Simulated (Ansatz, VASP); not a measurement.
## Pd: VASP beside Ansatz

```
Pd
1.0
     2.61561    0.00000    0.00000
     0.00000    2.61561    0.00000
     0.00000    0.00000    2.61561
Pd
1
Direct
  0.00000 0.00000 0.00000
```

Alike in both runs: functional PBE; k mesh 12 × 12 × 12; occupations fermi-dirac, width 0.1 eV; no spin polarisation.

Ansatz relaxed the structure, and its values are those at the end. VASP's run is a single point on that final structure, the one shown.

|  | VASP | Ansatz |
| --- | --- | --- |
| version | VASP 6.6.1 | Ansatz 0.2.0 |
| potentials or method | VASP PAW PBE potentials, release 64 (Pd), cutoff 500 eV | plane waves (420 eV) with PAW, scalar-relativistic |
| valence electrons in the cell | 10 | 18 |

Ansatz gave:

| Item | Value |
| --- | --- |
| pressure (GPa) | 0.0 |

Task: Estimate VASP's values.

Result: Pressure (GPa): -0.3.

VASP's potentials hold 10 valence electrons a cell and Ansatz's 18, so a difference there can come from the potentials and not from the codes.
